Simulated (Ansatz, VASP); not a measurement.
PbS: VASP beside Ansatz

Contents of INCAR:

```
  PREC = Accurate
  ENCUT = 520
  EDIFF = 1E-6
  ISMEAR = -1
  SIGMA = 0.02
  LREAL = F
  LASPH = T
  NELM = 60
  ALGO = Normal
  ISIF = 2
  LWAVE = F
  LCHARG = F
  GGA = PE
  NBANDS = 17
```

The input KPOINTS:

```
regular mesh
0
Gamma
  6 6 6
```

Contents of POSCAR:

```
PbS
1.0
   -0.0803788022      3.3009775035      3.3009775035
    3.3009775035     -0.0803788022      3.3009775035
    3.2205987013      3.2205987013      0.0000000000
Pb S
1 1
Direct
   -0.0041584700     -0.0041584700      0.0041584700
    0.2541584700      0.2541584700      0.2458415300
```

Input for Ansatz:

```yaml
crystal:
  lattice:
    - [-0.0803788022, 3.3009775035, 3.3009775035]
    - [3.3009775035, -0.0803788022, 3.3009775035]
    - [3.2205987013, 3.2205987013, 0.0]
  atoms:
    - { symbol: Pb, position: [-0.00415847, -0.00415847, 0.00415847] }
    - { symbol: S, position: [0.25415847, 0.25415847, 0.24584153] }
kpoints:
  mp_grid: { grid: [6, 6, 6] }
  band_path:
    path:
      - [0.0, 0.0, 0.0]
      - [-0.5, -0.5, 0.0]
      - [-0.375, -0.375, 0.25]
      - [-0.375, 0.0, 0.375]
      - [0.0, 0.0, 0.5]
      - [-0.5, -0.25, 0.25]
    npoints: 1
hamiltonian:
  xc: pbe
scf:
  occupations: { method: fermi_dirac, width: 0.02 }
  n_extra_bands: 4
output:
  forces: true
  stress: true
  eigenvalues: true
```

Change from the starting cell: shear_xy strain -4.9%.

Alike in both runs: task single point; functional PBE; k mesh 6 × 6 × 6; occupations fermi-dirac, width 0.02 eV; no spin polarisation.

|  | VASP | Ansatz |
| --- | --- | --- |
| version | VASP 6.6.1 | Ansatz 0.2.0 |
| potentials or method | VASP PAW PBE potentials, release 64 (Pb_d, S) | plane waves, PAW |
| plane-wave cutoff (eV) | 520 | 420 |
| valence electrons in the cell | 20 | 20 |

|  | VASP | Ansatz | Ansatz less VASP |
| --- | --- | --- | --- |
| gap on the k mesh at the Fermi level (eV) | 0.91 | 0.91 | -0.003 |
| pressure (GPa) | 0.6 | 0.7 | +0.05 |
| traceless stress, the component that is largest in VASP (GPa) | -0.26 | -0.26 | -0.002 |
| rms of the force components (eV/Å) | 0.006 | 0.006 | -0.0001 |

Atom by atom the forces differ by 0.000 eV/Å (rms over components). With one functional, cell and mesh, what is left measures potentials, basis and numerics.

Neither program's run includes spin-orbit coupling.
